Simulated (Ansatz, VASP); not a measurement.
## Hf2N in VASP and in Ansatz

```
Hf N
1.0
     5.47905    0.00000    0.00000
     0.00000    5.47905    0.00000
     0.00000    0.00000    3.14294
Hf N
4 2
Cartesian
  1.7252 1.7252 0.0000
  3.7538 3.7538 0.0000
  4.4647 1.0143 1.5715
  1.0143 4.4647 1.5715
  0.0000 0.0000 0.0000
  2.7395 2.7395 1.5715
```

Alike in both runs: functional PBEsol; k mesh 1 × 1 × 2; occupations gaussian, width 0.1 eV; no spin polarisation.

Ansatz relaxed the structure, and its values are those at the end. VASP's run is a single point on that final structure, the one shown.

|  | VASP | Ansatz |
| --- | --- | --- |
| version | VASP 6.6.1 | Ansatz 0.2.0 |
| potentials or method | VASP PAW PBE potentials, release 64 (Hf_pv, N), cutoff 520 eV | scalar-relativistic, plane waves, PAW |
| valence electrons in the cell | 50 | 114 |

|  | VASP | Ansatz | Ansatz less VASP |
| --- | --- | --- | --- |
| gap on the k mesh at the Fermi level (eV) | none | none | - |
| pressure (GPa) | -0.7 | 0.0 | +0.73 |
| rms of the force components (eV/Å) | 0.020 | 0.000 | -0.0197 |

VASP's potentials were made for PBE, not for PBEsol. A gap of «none» marks a metal or a gap that the smearing closes. The functional is the same, so the differences come from potentials, cutoffs and numerics. VASP's potentials hold 50 valence electrons a cell and Ansatz's 114, so a difference there can come from the potentials and not from the codes.

The k mesh is coarse, so the values compare programs but aren't converged. Neither program's run includes spin-orbit coupling.
